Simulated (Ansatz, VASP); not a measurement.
# Two plane-wave programs on Pt

File INCAR:

```
SYSTEM = Pt
PREC = Accurate ; ENCUT = 500
EDIFF = 1E-6 ; ISMEAR = -1
SIGMA = 0.05 ; LREAL = .FALSE.
LASPH = .TRUE. ; NELM = 120
ALGO = Normal ; ISIF = 2
LWAVE = .FALSE. ; LCHARG = .FALSE.
GGA = PE ; NBANDS = 11
GGA_COMPAT = .FALSE.
```

The input KPOINTS:

```
Automatic mesh
0
G
  12 12 12
  0 0 0
```

POSCAR

```
Pt
1.0
    0.0000000000      2.0140000000      2.0140000000
    2.0140000000      0.0000000000      2.0140000000
    2.0140000000      2.0140000000      0.0000000000
Pt
1
Direct
    0.0000000000      0.0000000000      0.0000000000
```

Input for Ansatz:

```yaml
crystal:
  lattice:
    - [0.0, 2.014, 2.014]
    - [2.014, 0.0, 2.014]
    - [2.014, 2.014, 0.0]
  atoms:
    - { symbol: Pt, position: [0.0, 0.0, 0.0] }
hamiltonian:
  xc: pbe
  pseudopotentials: { kind: paw }
basis:
  ecutwfc: 420
kpoints:
  mp_grid: { grid: [12, 12, 12] }
scf:
  occupations: { method: fermi_dirac, width: 0.05 }
  lower_state_search: "off"
  algorithm: density_mixing
  max_iter: 50
  mixing: { algorithm: broyden, ndim: 8, beta: 0.3 }
output:
  forces: true
  stress: true
```

Alike in both runs: task single point; functional PBE; k mesh 12 × 12 × 12; occupations fermi-dirac, width 0.05 eV; no spin polarisation.

```csv
,VASP,Ansatz
version,VASP 6.6.1,Ansatz 0.2.0
potentials or method,"VASP PAW PBE potentials, release 64 (Pt), cutoff 500 eV","PAW, plane waves, scalar-relativistic"
valence electrons in the cell,10,18
```

```tsv
	VASP	Ansatz	Ansatz less VASP
pressure (GPa)	-9.8	-9.4	+0.40
```

VASP's potentials hold 10 valence electrons a cell and Ansatz's 18, so a difference there can come from the potentials and not from the codes.

Neither program's run includes spin-orbit coupling.
